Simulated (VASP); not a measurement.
# PbO2 (P4_2/mnm) in VASP: notebook, part 2 of 4

VASP 6.6.1. The steps go on from the part before.

## Step 3: Single point, LDA (13.49 Å³/atom)

This run uses another cell than the first one, of 13.49 Å³/atom.

Input file INCAR:

```
SYSTEM = PbO2
ALGO = Normal
EDIFF = 1E-7
ENCUT = 520
ISIF = 2
ISMEAR = 0
LASPH = .TRUE.
LCHARG = .FALSE.
LREAL = .FALSE.
LWAVE = .FALSE.
NBANDS = 35
NELM = 80
PREC = Accurate
SIGMA = 0.05
```

Input file KPOINTS:

```
k-points
0
G
  6 6 8
  0 0 0
```

Input file POSCAR:

```
PbO2
1.0
    4.8907894507      0.0000000000      0.0000000000
    0.0000000000      4.8907894507      0.0000000000
    0.0000000000      0.0000000000      3.3849968099
Pb O
2 4
Direct
    0.0000000000      0.0000000000      0.0000000000
    0.5000000000      0.5000000000      0.5000000000
    0.3071878238      0.3071878238      0.0000000000
    0.8071878238      0.1928121762      0.5000000000
    0.1928121762      0.8071878238      0.5000000000
    0.6928121762      0.6928121762      0.0000000000
```

Potentials or basis: VASP PAW LDA potentials, release 64 (Pb_d, O).

Run with:

```
> cat potpaw_LDA.64/Pb_d/POTCAR potpaw_LDA.64/O/POTCAR > POTCAR
> mpirun -np 1 vasp_std > vasp.out
```

OUTCAR:

```text
SYSTEM = PbO2
   EDIFF = 1E-7
   ENCUT = 520
   ISIF = 2
   ISMEAR = 0
   LASPH = .TRUE.
   LREAL = .FALSE.
   NELM = 80
   PREC = Accurate

 ion  position               nearest neighbor table
   1  0.000  0.000  0.000-   3 2.12   6 2.12   5 2.15   4 2.15   4 2.15   5 2.15   2 3.85   2 3.85
                             2 3.85   2 3.85   2 3.85   2 3.85   2 3.85   2 3.85
   2  0.500  0.500  0.500-   4 2.12   5 2.12   3 2.15   6 2.15   3 2.15   6 2.15   1 3.85   1 3.85
                             1 3.85   1 3.85   1 3.85   1 3.85   1 3.85   1 3.85
   3  0.307  0.307  0.000-   1 2.12   2 2.15   2 2.15
   4  0.807  0.193  0.500-   2 2.12   1 2.15   1 2.15
   5  0.193  0.807  0.500-   2 2.12   1 2.15   1 2.15
   6  0.693  0.693  0.000-   1 2.12   2 2.15   2 2.15

  LATTYP: Found a simple tetragonal cell.
 ALAT       =     4.8907894507
 C/A-ratio  =     0.6921166499

  Lattice vectors:

 A1 = (   4.8907894507,   0.0000000000,   0.0000000000)
 A2 = (   0.0000000000,   4.8907894507,   0.0000000000)
 A3 = (   0.0000000000,   0.0000000000,   3.3849968099)

Analysis of symmetry for initial positions (statically):
=====================================================================
 Subroutine PRICEL returns:
 Original cell was already a primitive cell.

 Routine SETGRP: Setting up the symmetry group for a
 simple tetragonal supercell.

 Subroutine GETGRP returns: Found 16 space group operations
 (whereof  8 operations were pure point group operations)
 out of a pool of 16 trial point group operations.

The static configuration has the point symmetry D_2h.
 The point group associated with its full space group is D_4h.

Analysis of symmetry for dynamics (positions and initial velocities):
=====================================================================
 Subroutine PRICEL returns:
 Original cell was already a primitive cell.

 Routine SETGRP: Setting up the symmetry group for a
 simple tetragonal supercell.

 Subroutine GETGRP returns: Found 16 space group operations
 (whereof  8 operations were pure point group operations)
 out of a pool of 16 trial point group operations.

The dynamic configuration has the point symmetry D_2h.
 The point group associated with its full space group is D_4h.

 Subroutine INISYM returns: Found 16 space group operations
 (whereof  8 operations are pure point group operations),
 and found     1 'primitive' translations

----------------------------------------------------------------------------------------

                                     Primitive cell

  volume of cell :      80.9685

  direct lattice vectors                    reciprocal lattice vectors
     4.890789451  0.000000000  0.000000000     0.204465968  0.000000000  0.000000000
     0.000000000  4.890789451  0.000000000     0.000000000  0.204465968  0.000000000
     0.000000000  0.000000000  3.384996810     0.000000000  0.000000000  0.295421253

  length of vectors
     4.890789451  4.890789451  3.384996810     0.204465968  0.204465968  0.295421253

  position of ions in fractional coordinates (direct lattice)
     0.000000000  0.000000000  0.000000000
     0.500000000  0.500000000  0.500000000
     0.307187824  0.307187824  0.000000000
     0.807187824  0.192812176  0.500000000
     0.192812176  0.807187824  0.500000000
     0.692812176  0.692812176  0.000000000

  ion indices of the primitive-cell ions
   primitive index   ion index
                 1           1
                 2           2
[... 38 lines left out ...]
  0.333333  0.166667  0.000000      8.000000
[... 16 lines left out ...]
  0.333333  0.000000  0.250000      8.000000
  0.500000  0.000000  0.250000      4.000000
 [... further k-points ...]
   k-points           NKPTS =     50   k-points in BZ     NKDIM =     50   number of bands    NBANDS=     35
   number of dos      NEDOS =    301   number of ions     NIONS =      6
   total plane-waves  NPLWV =  36288
   dimension x,y,z NGX =    36 NGY =   36 NGZ =   28
   dimension x,y,z NGXF=    72 NGYF=   72 NGZF=   56
   ions per type =               2   4
   NGX,Y,Z   is equivalent  to a cutoff of  12.24, 12.24, 13.75 a.u.
   NGXF,Y,Z  is equivalent  to a cutoff of  24.47, 24.47, 27.50 a.u.
 SYSTEM =  PbO2
   PREC   = accura    normal or accurate (medium, high low for compatibility)
   ISTART =      0    job   : 0-new  1-cont  2-samecut
   ICHARG =      2    charge: 1-file 2-atom 10-const
   ISPIN  =      1    spin polarized calculation?
   LNONCOLLINEAR =      F non collinear calculations
   LSORBIT =      F    spin-orbit coupling
   LASPH  =      T    aspherical Exc in radial PAW
   ENCUT  =  520.0 eV  38.22 Ry    6.18 a.u.   9.09  9.09  6.29*2*pi/ulx,y,z
   NELM   =     80;   NELMIN=  2; NELMDL= -5     # of ELM steps
   EDIFF  = 0.1E-06   stopping-criterion for ELM
   LREAL  =      F    real-space projection
   EDIFFG = 0.1E-05   stopping-criterion for IOM
   NSW    =      0    number of steps for IOM
   IBRION =     -1    ionic relax: 0-MD 1-quasi-New 2-CG
   NFREE  =      0    steps in history (QN), initial steepest desc. (CG)
   ISIF   =      2    stress and relaxation
   ISYM   =      2    0-nonsym 1-usesym 2-fastsym
   POTIM  = 0.5000    time-step for ionic-motion
   TEBEG  =    0.0;   TEEND  =   0.0 temperature during run
   PSTRESS=    0.0 pullay stress
   NELECT =      52.0000    total number of electrons
   NUPDOWN=      -1.0000    fix difference up-down
   EMIN   =  10.00;   EMAX   =-10.00  energy-range for DOS
   EFERMI =   0.00;   METHOD = LEGACY
   ISMEAR =     0;   SIGMA  =   0.05  broadening in eV -4-tet -1-fermi 0-gaus
   EFERMI_NEDOS =   21; number of points for ismear=-14 and -15
   IALGO  =     38    algorithm
   IMIX   =      4    mixing-type and parameters
     AMIX     =   0.40;   BMIX     =  1.00
     AMIX_MAG =   1.60;   BMIX_MAG =  1.00
  volume/ion in A,a.u.               =      13.49        91.07
  Fermi-wavevector in a.u.,A,eV,Ry     =   1.412442  2.669128 27.143510  1.994992
  Thomas-Fermi vector in A             =   2.534190
   LORBIT       =      0    0 simple, 1 ext, 2 COOP (PROOUT), +10 PAW based schemes
   GGA     = CA    functional components
   LHFCALC =     F    Hartree Fock is set to
   AEXX    =    0.0000 exact exchange contribution
   IVDW    =     0    specifies the selected vdW correction
   LEPSILON=     F    determine dielectric tensor
   LRPA    =     F    only Hartree local field effects (RPA)
 non-spin polarized calculation
 Gauss-broadening in eV      SIGMA  =   0.05
  energy-cutoff  :      520.00
  volume of cell :       80.97
 maximum number of plane-waves:      2202
   NGX = 19   NGY = 19   NGZ = 13

 number of electron      51.9999982 magnetization

 Free energy of the ion-electron system (eV)
  ---------------------------------------------------
  ext. energy  EPLUGINS =         0.00000000
  ---------------------------------------------------
  free energy    TOTEN  =       -36.62977070 eV

  energy without entropy =      -36.62966799  energy(sigma->0) =      -36.62971935

 E-fermi :   4.4922     XC(G=0): -11.4158

 val. band max:        4.4235345012   @ k =   0.0000   0.0000   0.1250
 cond. band min:       4.5377264587   @ k =   0.0000   0.0000   0.0000
 fundamental gap:      0.1141919575
 Fermi energy:         4.4921943722

 k-point     1 :       0.0000    0.0000    0.0000
  band No.  band energies     occupation
      1     -13.9088      2.00000
      2     -13.7559      2.00000
      3     -11.8635      2.00000
      4     -11.8635      2.00000
      5     -11.1124      2.00000
      6     -10.8531      2.00000
[... 901 lines left out ...]
     34      16.0196      0.00000
     35      16.6712      0.00000

 [... further k-points ...]

------------------------ aborting loop because EDIFF is reached ----------------------------------------

  FORCE on cell =-STRESS in cart. coord.  units (eV):
  Direction    XX          YY          ZZ          XY          YZ          ZX
  --------------------------------------------------------------------------------------
  -------------------------------------------------------------------------------------
  Total        1.7168092      1.7168092      1.8303913      0.0000000      0.0000000      0.0000000
  in kB       33.9716327     33.9716327     36.2191565      0.0000000      0.0000000      0.0000000
  external PRESSURE =      34.7208073 kB  Pullay stress =       0.0000000 kB

 VOLUME and BASIS-vectors are now :
 -----------------------------------------------------------------------------
  energy-cutoff  :      520.00
  volume of cell :       80.97
      direct lattice vectors                 reciprocal lattice vectors
     4.890789451  0.000000000  0.000000000     0.204465968  0.000000000  0.000000000
     0.000000000  4.890789451  0.000000000     0.000000000  0.204465968  0.000000000
     0.000000000  0.000000000  3.384996810     0.000000000  0.000000000  0.295421253

 POSITION                                       TOTAL-FORCE (eV/Angst)
 -----------------------------------------------------------------------------------
      0.00000      0.00000      0.00000        -0.000000      0.000000      0.000000
      2.44539      2.44539      1.69250        -0.000000      0.000000      0.000000
      1.50239      1.50239      0.00000        -0.006192     -0.006192     -0.000000
      3.94779      0.94300      1.69250        -0.006192      0.006192      0.000000
      0.94300      3.94779      1.69250         0.006192     -0.006192     -0.000000
      3.38840      3.38840      0.00000         0.006192      0.006192      0.000000
 -----------------------------------------------------------------------------------
    total drift:                                0.000000      0.000000      0.000000

  FREE ENERGIE OF THE ION-ELECTRON SYSTEM (eV)
  ---------------------------------------------------
  free  energy   TOTEN  =       -36.6297706961 eV

  energy  without entropy=      -36.6296679940  energy(sigma->0) =      -36.62971935
```

OSZICAR:

```text
N       E                     dE             d eps       ncg     rms          rms(c)
DAV:   1     0.684877118651E+03    0.68488E+03   -0.25892E+04  3500   0.183E+03
DAV:   2     0.506988672868E+02   -0.63418E+03   -0.60135E+03  3780   0.506E+02
DAV:   3    -0.376732558314E+02   -0.88372E+02   -0.85904E+02  4115   0.207E+02
DAV:   4    -0.422366027201E+02   -0.45633E+01   -0.45225E+01  4525   0.489E+01
DAV:   5    -0.423731306598E+02   -0.13653E+00   -0.13631E+00  4522   0.863E+00    0.138E+01
DAV:   6    -0.367431967434E+02    0.56299E+01   -0.16834E+01  5318   0.520E+01    0.430E+00
DAV:   7    -0.367185977415E+02    0.24599E-01   -0.16900E+00  3893   0.926E+00    0.267E+00
DAV:   8    -0.366563432670E+02    0.62254E-01   -0.43829E-01  5482   0.612E+00    0.119E+00
DAV:   9    -0.366288379167E+02    0.27505E-01   -0.82301E-02  5449   0.387E+00    0.110E-01
DAV:  10    -0.366298122433E+02   -0.97433E-03   -0.96229E-03  3885   0.533E-01    0.794E-02
DAV:  11    -0.366297809965E+02    0.31247E-04   -0.19295E-04  5319   0.107E-01    0.353E-02
DAV:  12    -0.366297737736E+02    0.72228E-05   -0.11895E-05  5228   0.360E-02    0.180E-02
DAV:  13    -0.366297706763E+02    0.30973E-05   -0.17613E-05  5577   0.524E-02    0.380E-03
DAV:  14    -0.366297706906E+02   -0.14279E-07   -0.23009E-06  5382   0.150E-02    0.837E-04
DAV:  15    -0.366297706961E+02   -0.55434E-08   -0.25414E-08  2336   0.123E-03
   1 F= -.36629771E+02 E0= -.36629719E+02  d E =-.102702E-03
```

It took 3.2 min on 1 thread of Intel Xeon 8259CL, shared host; peak memory 0.23 GiB.

What came out:

```
Free energy            : -36.6298 eV
Pressure               : 3.5 GPa
Largest force          : 0.009 eV/Å
Band gap on the k mesh : 0.11 eV (least direct gap 0.27 eV)
```

Forces in eV/Å, atoms in the order of the input:
```
Pb   0.000  0.000  0.000
Pb   0.000  0.000  0.000
O   -0.006 -0.006  0.000
O   -0.006  0.006  0.000
O    0.006 -0.006  0.000
O    0.006  0.006  0.000
```

Caveat: the cell stands under pressure; spin-orbit coupling is left out, which moves the levels of the heavy elements. A k mesh can miss the band edges.

(Part 2 of 4 ends here.)
